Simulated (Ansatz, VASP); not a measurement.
**Y in VASP and in Ansatz**

```xyz
1
Lattice="0.0000 2.7895 1.9721 2.7895 0.0000 1.9721 2.7895 2.7895 0.0000" Properties=species:S:1:pos:R:3 pbc="T T T"
Y     0.0000    0.0000    0.0000
```

Alike in both runs: task single point; functional PBEsol; k mesh 18 × 18 × 18; occupations gaussian, width 0.15 eV; no spin polarisation.

```csv
,VASP,Ansatz
version,VASP 6.6.1,Ansatz 0.2.0
potentials or method,"VASP PAW PBE potentials, release 64 (Y_sv), cutoff 520 eV","scalar-relativistic, plane waves, PAW"
valence electrons in the cell,11,11
```

Ansatz gave:

```
gap on the k mesh at the Fermi level (eV) : none
pressure (GPa)                            : 0.9
```

**Question.** Estimate VASP's values.

**Answer.** gap on the k mesh at the Fermi level (eV): none; pressure (GPa): 0.8.

VASP's potentials were made for PBE, not for PBEsol. A gap of «none» marks a metal or a gap that the smearing closes.
